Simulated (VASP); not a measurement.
The system is NbC4.

```
Nb C
1.0
     4.35779    0.00000    0.00000
     0.00000    4.35779    0.00000
     0.00000    0.00000    4.35779
Nb C
1 4
Direct
  0.00000 0.00000 0.00000
  0.24378 0.75622 0.75622
  0.75622 0.24378 0.75622
  0.75622 0.75622 0.24378
  0.24378 0.24378 0.24378
```

| Item | Value |
| --- | --- |
| Program | VASP 6.6.1 |
| Task | relaxation of cell and atoms |
| Functional | PBE |
| Potentials or basis | VASP PAW PBE potentials, release 64 (Nb_sv, C) |
| Cutoff | 600 eV |
| k mesh | 4 × 4 × 4 |
| Occupations | gaussian, width 0.1 eV |
| Spin | no spin polarisation |

At the start: pressure 9.9 GPa; volume 16.55 Å³/atom.

Problem. How do energy, volume and symmetry change on relaxing?

Solution. Over 23 steps the energy falls by 2799.5 meV/atom and the volume is 9.32 Å³/atom (-43.7 %); space group P-43m (No. 215, to 0.05 Å).

Step by step:
```tsv
step	energy change (eV)	largest force (eV/Å)	pressure (GPa)	volume (Å³)
1	0.0000	3.8471	9.88	82.76
2	-0.6044	0.1802	-15.86	95.59
3	-0.9489	0.8102	-8.56	90.03
4	-1.7792	1.4465	-10.70	81.86
5	-6.2358	5.0295	-15.72	60.36
6	7.7812	49.7334	389.08	29.33
7	-4.6882	6.2226	4.62	57.04
8	-10.1204	9.4894	30.37	42.29
9	-10.8803	3.5433	99.85	35.42
10	-11.2065	6.6886	70.32	37.40
11	-11.1662	5.6880	80.33	36.64
12	-11.2234	4.8037	84.51	36.36
13	-11.2384	3.8493	89.07	36.09
14	-11.3143	3.7853	87.36	36.20
15	-11.5340	3.5952	82.22	36.56
16	-11.9391	3.2380	72.53	37.28
17	-12.6207	2.5974	55.18	38.75
18	-13.5306	1.5505	27.33	41.80
19	-13.9572	0.2467	-7.61	48.37
20	-13.9913	0.4157	-2.42	47.02
21	-13.9921	0.4524	-1.31	46.76
22	-13.9954	0.2943	-0.73	46.70
23	-13.9976	0.0067	0.35	46.59
```

Final structure:
```
Nb C
1.0
     3.59838    0.00000    0.00000
     0.00000    3.59838    0.00000
     0.00000    0.00000    3.59838
Nb C
1 4
Direct
  0.00000 0.00000 0.00000
  0.34843 0.65157 0.65157
  0.65157 0.34843 0.65157
  0.65157 0.65157 0.34843
  0.34843 0.34843 0.34843
```

Caveat: the k points lie up to 0.44 Å⁻¹ apart in the final cell; the volume moved by over 15 % at a fixed basis, so the end points are rough.
